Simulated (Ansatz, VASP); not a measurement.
One calculation of SiC, two programs

```xyz
4
Lattice="3.0919 0.0000 0.0000 -1.5460 2.6777 0.0000 0.0000 0.0000 5.0741" Properties=species:S:1:pos:R:3 pbc="T T T"
Si    0.0000    0.0000   -0.0022
Si    0.0000    1.7851    2.5349
C     0.0000    0.0000    1.9050
C     0.0000    1.7851    4.4420
```

Alike in both runs: functional PBE; k mesh 12 × 12 × 6; no spin polarisation.

Ansatz relaxed the structure, and its values are those at the end. VASP's run is a single point on that final structure, the one shown.

|  | VASP | Ansatz |
| --- | --- | --- |
| version | VASP 6.6.1 | Ansatz 0.2.0 |
| potentials or method | VASP PAW PBE potentials, release 64 (Si, C), cutoff 520 eV | scalar-relativistic, plane waves, PAW |
| occupations | gaussian, width 0.01 eV | fixed |
| valence electrons in the cell | 16 | 16 |

VASP gave:

| Property | Result |
| --- | --- |
| gap on the k mesh at the Fermi level (eV) | 2.30 |
| least direct gap on the mesh (eV) | 3.94 |
| pressure (GPa) | 0.0 |

What did Ansatz give for the same quantities?

gap on the k mesh at the Fermi level (eV): 2.31; least direct gap on the mesh (eV): 3.94; pressure (GPa): 0.0.
